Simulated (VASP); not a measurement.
# InPtCl3 (Pm-3m) in VASP: further runs

The runs below take InPtCl3 through single point, relaxation of cell and atoms, with PBE.

Everything below comes from runs of VASP 6.6.1. Logs are shortened: lines on timing, memory, paths and dates and some standing lists are left out, and cuts for length are marked.

## (1) The cell of the first run

Symmetry: Pm-3m, No. 221, cubic system. The conventional cell has a = 4.972 Å, b = 4.972 Å, c = 4.972 Å, α = 90.00°, β = 90.00°, γ = 90.00°. In (site symmetry m-3m) has 12 Cl at 3.52 Å and 8 Pt at 4.31 Å within 4.6 Å. Pt (site symmetry m-3m) has 6 Cl at 2.49 Å within 3.3 Å. Within 3.3 Å of Cl (site symmetry 4/mmm) lie 2 Pt at 2.49 Å.

## (2) Single point, PBE

INCAR reads:

```
  PREC = Accurate
  ENCUT = 520
  EDIFF = 1E-7
  ISMEAR = 0
  SIGMA = 0.1
  LREAL = False
  LASPH = True
  NELM = 100
  ALGO = Normal
  ISIF = 2
  LWAVE = False
  LCHARG = False
  GGA = PE
  NBANDS = 30
```

KPOINTS reads:

```
Automatic mesh
0
Gamma
  8 8 8
```

POSCAR reads:

```
InPtCl3
1.0
    4.9720955525      0.0000000000      0.0000000000
    0.0000000000      4.9720955525      0.0000000000
    0.0000000000      0.0000000000      4.9720955525
In Pt Cl
1 1 3
Direct
    0.5000000000      0.5000000000      0.5000000000
    0.0000000000      0.0000000000      0.0000000000
    0.0000000000      0.0000000000      0.5000000000
    0.0000000000      0.5000000000      0.0000000000
    0.5000000000      0.0000000000      0.0000000000
```

Potentials or basis: VASP PAW PBE potentials, release 64 (In_d, Pt, Cl).

Run with:

```bash
> cat potpaw_PBE.64/In_d/POTCAR potpaw_PBE.64/Pt/POTCAR potpaw_PBE.64/Cl/POTCAR > POTCAR
> mpirun -np 1 vasp_std > vasp.out
```

OUTCAR:

```text
PREC = Accurate
   ENCUT = 520
   EDIFF = 1E-7
   ISMEAR = 0
   LREAL = False
   LASPH = True
   NELM = 100
   ISIF = 2
   GGA = PE

 ion  position               nearest neighbor table
   1  0.500  0.500  0.500-
   2  0.000  0.000  0.000-   3 2.49   4 2.49   5 2.49   3 2.49   4 2.49   5 2.49
   3  0.000  0.000  0.500-   2 2.49   2 2.49
   4  0.000  0.500  0.000-   2 2.49   2 2.49
   5  0.500  0.000  0.000-   2 2.49   2 2.49

  LATTYP: Found a simple cubic cell.
 ALAT       =     4.9720955525

  Lattice vectors:

 A1 = (   4.9720955525,   0.0000000000,   0.0000000000)
 A2 = (   0.0000000000,   4.9720955525,   0.0000000000)
 A3 = (   0.0000000000,   0.0000000000,   4.9720955525)

Analysis of symmetry for initial positions (statically):
=====================================================================
 Subroutine PRICEL returns:
 Original cell was already a primitive cell.

 Routine SETGRP: Setting up the symmetry group for a
 simple cubic supercell.

 Subroutine GETGRP returns: Found 48 space group operations
 (whereof 48 operations were pure point group operations)
 out of a pool of 48 trial point group operations.

The static configuration has the point symmetry O_h .

Analysis of symmetry for dynamics (positions and initial velocities):
=====================================================================
 Subroutine PRICEL returns:
 Original cell was already a primitive cell.

 Routine SETGRP: Setting up the symmetry group for a
 simple cubic supercell.

 Subroutine GETGRP returns: Found 48 space group operations
 (whereof 48 operations were pure point group operations)
 out of a pool of 48 trial point group operations.

The dynamic configuration has the point symmetry O_h .

 Subroutine INISYM returns: Found 48 space group operations
 (whereof 48 operations are pure point group operations),
 and found     1 'primitive' translations

----------------------------------------------------------------------------------------

                                     Primitive cell

  volume of cell :     122.9188

  direct lattice vectors                    reciprocal lattice vectors
     4.972095552  0.000000000  0.000000000     0.201122442  0.000000000  0.000000000
     0.000000000  4.972095552  0.000000000     0.000000000  0.201122442  0.000000000
     0.000000000  0.000000000  4.972095552     0.000000000  0.000000000  0.201122442

  length of vectors
[... 89 lines left out ...]
   LREAL  =      F    real-space projection
   EDIFFG = 0.1E-05   stopping-criterion for IOM
   NSW    =      0    number of steps for IOM
   IBRION =     -1    ionic relax: 0-MD 1-quasi-New 2-CG
   NFREE  =      0    steps in history (QN), initial steepest desc. (CG)
   ISIF   =      2    stress and relaxation
   ISYM   =      2    0-nonsym 1-usesym 2-fastsym
   POTIM  = 0.5000    time-step for ionic-motion
   TEBEG  =    0.0;   TEEND  =   0.0 temperature during run
   PSTRESS=    0.0 pullay stress
   NELECT =      44.0000    total number of electrons
   NUPDOWN=      -1.0000    fix difference up-down
   EMIN   =  10.00;   EMAX   =-10.00  energy-range for DOS
   EFERMI =   0.00;   METHOD = LEGACY
   ISMEAR =     0;   SIGMA  =   0.10  broadening in eV -4-tet -1-fermi 0-gaus
   EFERMI_NEDOS =   21; number of points for ismear=-14 and -15
   IALGO  =     38    algorithm
   IMIX   =      4    mixing-type and parameters
     AMIX     =   0.40;   BMIX     =  1.00
     AMIX_MAG =   1.60;   BMIX_MAG =  1.00
  volume/ion in A,a.u.               =      24.58       165.90
  Fermi-wavevector in a.u.,A,eV,Ry     =   1.162393  2.196604 18.383608  1.351157
  Thomas-Fermi vector in A             =   2.298954
   LORBIT       =      0    0 simple, 1 ext, 2 COOP (PROOUT), +10 PAW based schemes
   GGA     = PE    functional components
   LHFCALC =     F    Hartree Fock is set to
   AEXX    =    0.0000 exact exchange contribution
   IVDW    =     0    specifies the selected vdW correction
   LEPSILON=     F    determine dielectric tensor
   LRPA    =     F    only Hartree local field effects (RPA)
 non-spin polarized calculation
 Gauss-broadening in eV      SIGMA  =   0.10
  energy-cutoff  :      520.00
  volume of cell :      122.92
 maximum number of plane-waves:      3362
 NGX is ok and might be reduce to    40
   NGX = 19   NGY = 19   NGZ = 19

 number of electron      44.0000001 magnetization

 Free energy of the ion-electron system (eV)
  ---------------------------------------------------
  ext. energy  EPLUGINS =         0.00000000
  ---------------------------------------------------
  free energy    TOTEN  =       -16.46392065 eV

  energy without entropy =      -16.46132331  energy(sigma->0) =      -16.46262198

 E-fermi :   3.7192     XC(G=0):  -9.2705

 val. band max:        3.6533149128   @ k =   0.5000   0.1250   0.0000
 cond. band min:       3.8157876786   @ k =   0.3750   0.1250   0.1250
 fundamental gap:      0.1624727658
 Fermi energy:         3.7191994337

 k-point     1 :       0.0000    0.0000    0.0000
  band No.  band energies     occupation
      1     -12.1154      2.00000
      2     -11.3183      2.00000
      3     -11.3183      2.00000
      4      -9.9937      2.00000
      5      -9.9937      2.00000
      6      -9.9937      2.00000
[... 781 lines left out ...]
     29      11.4704      0.00000
     30      12.0257      0.00000

 [... further k-points ...]

------------------------ aborting loop because EDIFF is reached ----------------------------------------

  FORCE on cell =-STRESS in cart. coord.  units (eV):
  Direction    XX          YY          ZZ          XY          YZ          ZX
  --------------------------------------------------------------------------------------
  -------------------------------------------------------------------------------------
  Total       -0.0760338     -0.0760338     -0.0760338     -0.0000000      0.0000000     -0.0000000
  in kB       -0.9910571     -0.9910571     -0.9910571     -0.0000000      0.0000000     -0.0000000
  external PRESSURE =      -0.9910571 kB  Pullay stress =       0.0000000 kB

 VOLUME and BASIS-vectors are now :
 -----------------------------------------------------------------------------
  energy-cutoff  :      520.00
  volume of cell :      122.92
      direct lattice vectors                 reciprocal lattice vectors
     4.972095552  0.000000000  0.000000000     0.201122442  0.000000000  0.000000000
     0.000000000  4.972095552  0.000000000     0.000000000  0.201122442  0.000000000
     0.000000000  0.000000000  4.972095552     0.000000000  0.000000000  0.201122442

 POSITION                                       TOTAL-FORCE (eV/Angst)
 -----------------------------------------------------------------------------------
      2.48605      2.48605      2.48605         0.000000      0.000000      0.000000
      0.00000      0.00000      0.00000         0.000000      0.000000      0.000000
      0.00000      0.00000      2.48605         0.000000      0.000000      0.000000
      0.00000      2.48605      0.00000         0.000000      0.000000      0.000000
      2.48605      0.00000      0.00000         0.000000      0.000000      0.000000
 -----------------------------------------------------------------------------------
    total drift:                               -0.000000      0.000000     -0.000000

  FREE ENERGIE OF THE ION-ELECTRON SYSTEM (eV)
  ---------------------------------------------------
  free  energy   TOTEN  =       -16.4639206532 eV

  energy  without entropy=      -16.4613233071  energy(sigma->0) =      -16.46262198
```

Run time: 63 s. Hardware: 1 thread of Intel Xeon 6975P-C (Granite Rapids), shared host; peak memory 0.32 GiB.

Results:

- Free energy: -16.4639 eV
- Pressure: -0.1 GPa
- Band gap on the k mesh: zero (band 22 reaches 6.25 eV, above the bottom of band 23 at 1.98 eV)

Caveat: spin-orbit coupling is left out, which moves the levels of the heavy elements.

## (3) Relaxation of cell and atoms, PBE

This run uses another cell than the first one, of 24.77 Å³/atom, 1.007 times its volume.

INCAR reads:

```
SYSTEM = InPtCl3
PREC     = Accurate       ! precision mode
ENCUT    = 600            ! plane-wave cutoff, eV
EDIFF    = 1E-6           ! SCF threshold, eV
ISMEAR   = 0              ! smearing method
SIGMA    = 0.1            ! smearing width, eV
LREAL    = .False.        ! projectors in reciprocal space
LASPH    = .True.         ! aspherical terms in the spheres
NELM     = 100            ! most SCF steps
ALGO     = Normal         ! electronic algorithm
ISIF     = 3              ! what is computed and relaxed
LWAVE    = .False.        ! write WAVECAR
LCHARG   = .False.        ! write CHGCAR
GGA      = PE             ! functional
IBRION   = 2              ! ionic algorithm
NSW      = 100            ! ionic steps
EDIFFG   = -0.01          ! ionic threshold
```

KPOINTS reads:

```
regular mesh
0
Gamma
  8 8 8
  0 0 0
```

POSCAR, as its differences from that of step 2:

```diff
@@ -2,5 +2,5 @@
 1.0
-    4.9720955525      0.0000000000      0.0000000000
-    0.0000000000      4.9720955525      0.0000000000
-    0.0000000000      0.0000000000      4.9720955525
+    4.9842925009      0.0000000000      0.0000000000
+    0.0000000000      4.9842925009      0.0000000000
+    0.0000000000      0.0000000000      4.9842925009
 In Pt Cl
```

Potentials or basis: VASP PAW PBE potentials, release 64 (In_d, Pt, Cl).

Run with:

```bash
> cat potpaw_PBE.64/In_d/POTCAR potpaw_PBE.64/Pt/POTCAR potpaw_PBE.64/Cl/POTCAR > POTCAR
> mpirun -np 1 vasp_std > vasp.out
```

It took 89 s on 1 thread of Intel Xeon 6975P-C (Granite Rapids), shared host; peak memory 0.35 GiB.

It converged, with:

| Item | Value |
| --- | --- |
| Free energy | -16.4646 eV |
| Relaxed volume | 24.54 Å³/atom |
| Relaxed cell | a = 4.969 Å, b = 4.969 Å, c = 4.969 Å, α = 90.00°, β = 90.00°, γ = 90.00° |
| Space group after relaxing (to 0.05 Å) | Pm-3m (No. 221) |
| Energy gained by relaxing | 0.2 meV/atom |
| Ionic steps | 2 |
| Pressure after relaxing | 0.0 GPa |
| Band gap on the k mesh | zero (band 22 reaches 6.27 eV, above the bottom of band 23 at 1.99 eV) |

Step by step:
```
step  energy change (eV)  largest force (eV/Å)  pressure (GPa)  volume (Å³)
   1              0.0000                0.0000           -0.40       123.83
   2             -0.0012                0.0000            0.05       122.72
```

Final structure:
```
In Pt Cl
1.0
     4.96938    0.00000    0.00000
     0.00000    4.96938    0.00000
     0.00000    0.00000    4.96938
In Pt Cl
1 1 3
Direct
  0.50000 0.50000 0.50000
  0.00000 0.00000 0.00000
  0.00000 0.00000 0.50000
  0.00000 0.50000 0.00000
  0.50000 0.00000 0.00000
```

Levels at points of the mesh, in eV from the Fermi level:
```
           k point  band 20  band 21  band 22  band 23  band 24  band 25
(0.00, 0.00, 0.00)    -2.38    -2.38    -1.75    -1.75     1.30     4.94
(0.50, 0.00, 0.00)    -1.21    -0.98    -0.98    -0.54     2.40     4.10
(0.50, 0.50, 0.00)    -0.95    -0.95    -0.37     2.53     3.26     3.63
(0.50, 0.50, 0.50)    -0.87    -0.87     2.54     2.54     4.68     4.68
```

Caveat: spin-orbit coupling is left out, which moves the levels of the heavy elements.
